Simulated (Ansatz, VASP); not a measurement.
**One calculation of Mg3ZnS4, two programs**

```
CELL_PARAMETERS angstrom
0.00000 0.00000 3.67608
3.67225 -5.21346 0.00000
3.67225 5.21346 0.00000
ATOMIC_POSITIONS crystal
Mg 0.50000 0.00000 0.50000
Mg 0.50000 0.50000 0.00000
Mg 0.00000 0.50000 0.50000
Zn 0.00000 0.00000 0.00000
S 0.00000 0.75008 0.24992
S 0.50000 0.75624 0.75624
S 0.50000 0.24376 0.24376
S 0.00000 0.24992 0.75008
```

Alike in both runs: task single point; functional PBE; k mesh 4 × 2 × 2; occupations gaussian, width 0.1 eV; no spin polarisation.

```csv
,VASP,Ansatz
version,VASP 6.6.1,Ansatz 0.2.0
potentials or method,"VASP PAW PBE potentials, release 64 (Mg, Zn, S), cutoff 520 eV","scalar-relativistic, plane waves, PAW"
valence electrons in the cell,42,66
```

```tsv
	VASP	Ansatz	Ansatz less VASP
gap on the k mesh at the Fermi level (eV)	1.24	1.25	+0.011
least direct gap on the mesh (eV)	1.41	1.42	+0.010
pressure (GPa)	-0.1	0.1	+0.19
traceless stress, the component that is largest in VASP (GPa)	-0.36	-0.35	+0.006
rms of the force components (eV/Å)	0.005	0.006	+0.0004
```

Atom by atom the forces differ by 0.007 eV/Å (rms over components). With one functional, cell and mesh, what is left measures potentials, basis and numerics. VASP's potentials hold 42 valence electrons a cell and Ansatz's 66, so a difference there can come from the potentials and not from the codes.

The k mesh is coarse, so the values compare programs but aren't converged.
